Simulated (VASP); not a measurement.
# C (P6_3/mmc) in VASP: settings compared, part 2 of 2

VASP 6.6.1. The steps go on from the part before.

## (3) Single point, LDA

The COD entry that gives the cell may itself be a prediction, so a difference from it is no test against experiment.

INCAR reads:

```
SYSTEM = C
PREC     = Accurate       ! precision mode
ENCUT    = 520            ! plane-wave cutoff, eV
EDIFF    = 1E-6           ! SCF threshold, eV
ISMEAR   = -1             ! smearing method
SIGMA    = 0.05           ! smearing width, eV
LREAL    = .FALSE.        ! projectors in reciprocal space
LASPH    = .TRUE.         ! aspherical terms in the spheres
NELM     = 80             ! most SCF steps
ALGO     = Normal         ! electronic algorithm
ISIF     = 2              ! what is computed and relaxed
LWAVE    = .FALSE.        ! write WAVECAR
LCHARG   = .TRUE.         ! write CHGCAR
GGA      = CA             ! functional
LELF     = .TRUE.         ! ELF
LVHAR    = .TRUE.       
NBANDS   = 26             ! bands
```

KPOINTS reads:

```
Automatic mesh
0
G
  12 12 4
  0 0 0
```

POSCAR reads:

```
C
1.0
    2.5388031358      0.0000000000      0.0000000000
   -1.2694015679      2.1986680108      0.0000000000
    0.0000000000      0.0000000000      8.2916519209
C
8
Direct
    0.6666666667      0.3333333333      0.8437500000
    0.3333333333      0.6666666667      0.3437500000
    0.6666666667      0.3333333333      0.6562500000
    0.3333333333      0.6666666667      0.1562500000
    0.0000000000      0.0000000000      0.9062500000
    0.0000000000      0.0000000000      0.4062500000
    0.0000000000      0.0000000000      0.5937500000
    0.0000000000      0.0000000000      0.0937500000
```

Potentials or basis: VASP PAW LDA potentials, release 64 (C).

Started as:

```sh
cat potpaw_LDA.64/C/POTCAR > POTCAR
mpirun -np 1 vasp_std > vasp.out
```

OUTCAR:

```text
SYSTEM = C
   PREC = Accurate
   ENCUT = 520
   EDIFF = 1E-6
   ISMEAR = -1
   LREAL = .FALSE.
   LASPH = .TRUE.
   NELM = 80
   ISIF = 2
   GGA = CA

 ion  position               nearest neighbor table
   1  0.667  0.333  0.844-   3 1.55   5 1.55   5 1.55   5 1.55
   2  0.333  0.667  0.344-   4 1.55   6 1.55   6 1.55   6 1.55
   3  0.667  0.333  0.656-   1 1.55   7 1.55   7 1.55   7 1.55
   4  0.333  0.667  0.156-   2 1.55   8 1.55   8 1.55   8 1.55
   5  0.000  0.000  0.906-   8 1.55   1 1.55   1 1.55   1 1.55
   6  0.000  0.000  0.406-   7 1.55   2 1.55   2 1.55   2 1.55
   7  0.000  0.000  0.594-   6 1.55   3 1.55   3 1.55   3 1.55
   8  0.000  0.000  0.094-   5 1.55   4 1.55   4 1.55   4 1.55

  LATTYP: Found a hexagonal cell.
 ALAT       =     2.5388031358
 C/A-ratio  =     3.2659688355

  Lattice vectors:

 A1 = (   2.5388031358,   0.0000000000,   0.0000000000)
 A2 = (  -1.2694015679,   2.1986680108,   0.0000000000)
 A3 = (   0.0000000000,   0.0000000000,   8.2916519209)

Analysis of symmetry for initial positions (statically):
=====================================================================
 Subroutine PRICEL returns:
 Original cell was already a primitive cell.

 Routine SETGRP: Setting up the symmetry group for a
 hexagonal supercell.

 Subroutine GETGRP returns: Found 24 space group operations
 (whereof 12 operations were pure point group operations)
 out of a pool of 24 trial point group operations.

The static configuration has the point symmetry D_3d.
 The point group associated with its full space group is D_6h.

Analysis of symmetry for dynamics (positions and initial velocities):
=====================================================================
 Subroutine PRICEL returns:
 Original cell was already a primitive cell.

 Routine SETGRP: Setting up the symmetry group for a
 hexagonal supercell.

 Subroutine GETGRP returns: Found 24 space group operations
[... 133 lines left out ...]
   IALGO  =     38    algorithm
   IMIX   =      4    mixing-type and parameters
     AMIX     =   0.40;   BMIX     =  1.00
     AMIX_MAG =   1.60;   BMIX_MAG =  1.00
  volume/ion in A,a.u.               =       5.79        39.04
  Fermi-wavevector in a.u.,A,eV,Ry     =   1.447599  2.735565 28.511587  2.095543
  Thomas-Fermi vector in A             =   2.565535
   LORBIT       =      0    0 simple, 1 ext, 2 COOP (PROOUT), +10 PAW based schemes
   GGA     = CA    functional components
   LHFCALC =     F    Hartree Fock is set to
   AEXX    =    0.0000 exact exchange contribution
   IVDW    =     0    specifies the selected vdW correction
   LEPSILON=     F    determine dielectric tensor
   LRPA    =     F    only Hartree local field effects (RPA)
 non-spin polarized calculation
  energy-cutoff  :      520.00
  volume of cell :       46.28
 maximum number of plane-waves:      1267
 NGX is ok and might be reduce to    20
   NGX =  9   NGY =  9   NGZ = 31

 number of electron      31.9999993 magnetization

 Free energy of the ion-electron system (eV)
  ---------------------------------------------------
  ext. energy  EPLUGINS =         0.00000000
  ---------------------------------------------------
  free energy    TOTEN  =       -80.76700965 eV

  energy without entropy =      -80.76700965  energy(sigma->0) =      -80.76700965

 E-fermi :  10.5927     XC(G=0): -13.4009

 val. band max:        9.5691027827   @ k =   0.0000   0.0000   0.0000
 cond. band min:      13.8924448865   @ k =   0.4167   0.0000   0.0000
 fundamental gap:      4.3233421038
 Fermi energy:        10.5927352561

 k-point     1 :       0.0000    0.0000    0.0000
  band No.  band energies     occupation
      1     -11.6330      2.00000
      2      -9.9623      2.00000
      3      -9.9135      2.00000
      4      -5.8713      2.00000
      5      -3.7245      2.00000
      6       2.9837      2.00000
[... 685 lines left out ...]
     25      19.7864      0.00000
     26      21.6400      0.00000

 [... further k-points ...]
[... 5 lines left out ...]
  --------------------------------------------------------------------------------------
  -------------------------------------------------------------------------------------
  Total       -6.6956773     -6.6956773     -3.2737265      0.0000000      0.0000000      0.0000000
  in kB     -231.7796765   -231.7796765   -113.3243489      0.0000000      0.0000000      0.0000000
  external PRESSURE =    -192.2945673 kB  Pullay stress =       0.0000000 kB

 VOLUME and BASIS-vectors are now :
 -----------------------------------------------------------------------------
  energy-cutoff  :      520.00
  volume of cell :       46.28
      direct lattice vectors                 reciprocal lattice vectors
     2.538803136  0.000000000  0.000000000     0.393886389  0.227410413  0.000000000
    -1.269401568  2.198668011  0.000000000     0.000000000  0.454820826  0.000000000
     0.000000000  0.000000000  8.291651921     0.000000000  0.000000000  0.120603230

 POSITION                                       TOTAL-FORCE (eV/Angst)
 -----------------------------------------------------------------------------------
      1.26940      0.73289      6.99608        -0.000000     -0.000000      0.315639
     -0.00000      1.46578      2.85026        -0.000000      0.000000      0.315639
      1.26940      0.73289      5.44140        -0.000000     -0.000000     -0.315639
     -0.00000      1.46578      1.29557         0.000000      0.000000     -0.315639
      0.00000      0.00000      7.51431        -0.000000      0.000000      0.319024
      0.00000      0.00000      3.36848         0.000000      0.000000      0.319024
      0.00000      0.00000      4.92317        -0.000000     -0.000000     -0.319024
      0.00000      0.00000      0.77734         0.000000     -0.000000     -0.319024
 -----------------------------------------------------------------------------------
    total drift:                               -0.000000      0.000000      0.000000

  FREE ENERGIE OF THE ION-ELECTRON SYSTEM (eV)
  ---------------------------------------------------
  free  energy   TOTEN  =       -80.7670096459 eV

  energy  without entropy=      -80.7670096459  energy(sigma->0) =      -80.76700965
```

OSZICAR:

```text
N       E                     dE             d eps       ncg     rms          rms(c)
DAV:   1     0.518286249045E+02    0.51829E+02   -0.16456E+04  2964   0.119E+03
DAV:   2    -0.786539632299E+02   -0.13048E+03   -0.12182E+03  3922   0.227E+02
DAV:   3    -0.837532259303E+02   -0.50993E+01   -0.50577E+01  4028   0.390E+01
DAV:   4    -0.838045610645E+02   -0.51335E-01   -0.51247E-01  3850   0.434E+00
DAV:   5    -0.838054620802E+02   -0.90102E-03   -0.90029E-03  3938   0.539E-01    0.111E+01
DAV:   6    -0.815566753886E+02    0.22488E+01   -0.15250E+00  3412   0.637E+00    0.642E+00
DAV:   7    -0.807703969972E+02    0.78628E+00   -0.18306E+00  3578   0.712E+00    0.130E+00
DAV:   8    -0.807670507818E+02    0.33462E-02   -0.46270E-02  3808   0.118E+00    0.609E-02
DAV:   9    -0.807670003464E+02    0.50435E-04   -0.48627E-04  3818   0.137E-01    0.296E-02
DAV:  10    -0.807670100576E+02   -0.97113E-05   -0.19694E-05  3738   0.260E-02    0.739E-03
DAV:  11    -0.807670096459E+02    0.41172E-06   -0.89271E-07  2890   0.570E-03
   1 F= -.80767010E+02 E0= -.80767010E+02  d E =-.103524E-10
```

stdout:

```text
POSCAR found type information on POSCAR C
 POSCAR found :  1 types and       8 ions
 scaLAPACK will be used
 LDA part: xc-table for (Slater(with rela. corr.)+CA(PZ))
 , standard interpolation
 POSCAR, INCAR and KPOINTS ok, starting setup
 FFT: planning ... GRIDC
 FFT: planning ... GRID_SOFT
 FFT: planning ... GRID
 WAVECAR not read
 entering main loop
```

Run time: 34 s. Hardware: 1 thread of AMD EPYC 9R45 (Zen 5), shared host; peak memory 0.14 GiB.

Results:

* Free energy: -80.7670 eV
* Pressure: -19.2 GPa
* Largest force: 0.319 eV/Å
* Band gap on the k mesh: 4.32 eV, indirect (least direct gap 5.09 eV)

Forces on the atoms (eV/Å):
```
C    0.000  0.000  0.316
C    0.000  0.000  0.316
C    0.000  0.000 -0.316
C    0.000  0.000 -0.316
C    0.000  0.000  0.319
C    0.000  0.000  0.319
C    0.000  0.000 -0.319
C    0.000  0.000 -0.319
```

Stress tensor (GPa, compression positive):
```
-23.18   0.00   0.00
  0.00 -23.18   0.00
  0.00   0.00 -11.33
```
